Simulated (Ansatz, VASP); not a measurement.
## Te in VASP and in Ansatz

Contents of INCAR:

```
SYSTEM = Te
ALGO     = Normal         ! electronic algorithm
EDIFF    = 1E-6           ! SCF threshold, eV
ENCUT    = 500            ! plane-wave cutoff, eV
GGA      = PE             ! functional
GGA_COMPAT= .False.      
ISIF     = 2              ! what is computed and relaxed
ISMEAR   = 0              ! smearing method
LASPH    = .True.         ! aspherical terms in the spheres
LCHARG   = .True.         ! write CHGCAR
LELF     = .True.         ! ELF
LREAL    = .False.        ! projectors in reciprocal space
LVHAR    = .True.       
LWAVE    = .False.        ! write WAVECAR
NBANDS   = 16             ! bands
NELM     = 120            ! most SCF steps
PREC     = Accurate       ! precision mode
SIGMA    = 0.01           ! smearing width, eV
```

File KPOINTS:

```
k-points
0
Gamma
  6 6 4
  0 0 0
```

Contents of POSCAR:

```
Te
1.0
    4.4712577151      0.0000000000      0.0000000000
   -2.2356288575      3.8722227681      0.0000000000
    0.0000000000      0.0000000000      5.9487470219
Te
3
Direct
    0.2641920680      0.0000000000      0.3333333333
    0.0000000000      0.2641920680      0.6666666667
    0.7358079320      0.7358079320      0.0000000000
```

Input for Ansatz:

```yaml
crystal:
  lattice:
    - [4.4712577151, 0.0, 0.0]
    - [-2.2356288575, 3.8722227681, 0.0]
    - [0.0, 0.0, 5.9487470219]
  atoms:
    - { symbol: Te, position: [0.264192068, 0.0, 0.3333333333] }
    - { symbol: Te, position: [0.0, 0.264192068, 0.6666666667] }
    - { symbol: Te, position: [0.735807932, 0.735807932, 0.0] }
kpoints:
  mp_grid: { grid: [6, 6, 4] }
  band_path:
    path:
      - [0.0, 0.0, 0.0]
      - [0.5, 0.0, 0.0]
      - [0.3333333333, 0.3333333333, 0.0]
      - [0.0, 0.0, 0.5]
      - [0.5, 0.0, 0.5]
      - [0.3333333333, 0.3333333333, 0.5]
      - [0.333333, 0.333333, 0.470052]
    npoints: 1
hamiltonian:
  xc: pbe
scf:
  occupations: { method: fixed }
  n_extra_bands: 4
output:
  forces: true
  stress: true
  eigenvalues: true
```

Alike in both runs: task single point; functional PBE; k mesh 6 × 6 × 4; no spin polarisation.

|  | VASP | Ansatz |
| --- | --- | --- |
| version | VASP 6.6.1 | Ansatz 0.2.0 |
| potentials or method | VASP PAW PBE potentials, release 64 (Te) | plane waves, PAW |
| plane-wave cutoff (eV) | 500 | 420 |
| occupations | gaussian, width 0.01 eV | fixed |
| valence electrons in the cell | 18 | 48 |

VASP gave:

- gap on the k mesh at the Fermi level (eV): 0.16
- pressure (GPa): 1.4
- traceless stress, the component that is largest in VASP (GPa): 0.17
- rms of the force components (eV/Å): 0.132

**Question.** Estimate Ansatz's values.

**Answer.** gap on the k mesh at the Fermi level (eV): 0.18; pressure (GPa): 1.4; traceless stress, the component that is largest in VASP (GPa): 0.15; rms of the force components (eV/Å): 0.125.

Atom by atom the forces differ by 0.007 eV/Å (rms over components). VASP's potentials hold 18 valence electrons a cell and Ansatz's 48, so a difference there can come from the potentials and not from the codes.

Neither program's run includes spin-orbit coupling.
